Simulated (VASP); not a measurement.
A run of VASP 6.6.1:

The input INCAR:

```
SYSTEM = NbReSi
  ALGO = Normal
  EDIFF = 1E-6
  ENCUT = 520
  GGA = PS
  ISIF = 2
  ISMEAR = 0
  LASPH = .TRUE.
  LCHARG = .TRUE.
  LELF = .TRUE.
  LREAL = .FALSE.
  LVHAR = .TRUE.
  LWAVE = .FALSE.
  NBANDS = 46
  NELM = 100
  PREC = Accurate
  SIGMA = 0.05
```

The input KPOINTS:

```
k-points
0
G
  4 4 8
  0 0 0
```

File POSCAR:

```
NbReSi
1.0
    6.8170310579      0.0000000000      0.0000000000
   -3.4085155289      5.9037220746      0.0000000000
    0.0000000000      0.0000000000      3.2767126065
Nb Re Si
3 3 3
Direct
    0.4016314686      0.4016314686      0.5000000000
    0.5983685314      0.0000000000      0.5000000000
    0.0000000000      0.5983685314      0.5000000000
    0.7408779088      0.7408779088      0.0000000000
    0.2591220912      0.0000000000      0.0000000000
    0.0000000000      0.2591220912      0.0000000000
    0.6666666667      0.3333333333      0.0000000000
    0.3333333333      0.6666666667      0.0000000000
    0.0000000000      0.0000000000      0.5000000000
```

Potentials or basis: VASP PAW PBE potentials, release 64 (Nb_sv, Re, Si).

Launch:

```sh
$ cat potpaw_PBE.64/Nb_sv/POTCAR potpaw_PBE.64/Re/POTCAR potpaw_PBE.64/Si/POTCAR > POTCAR
$ mpirun -np 1 vasp_std > vasp.out
```

Hardware: 1 thread of Intel(R) Xeon(R) 6975P-C (Granite Rapids), on a shared host.

Question: Estimate the wall time of this run.

Answer: Wall time 110 s on 1 thread of Intel(R) Xeon(R) 6975P-C (Granite Rapids) (shared host), peak memory 0.31 GiB. Counts: scf iterations 23, k points 20.
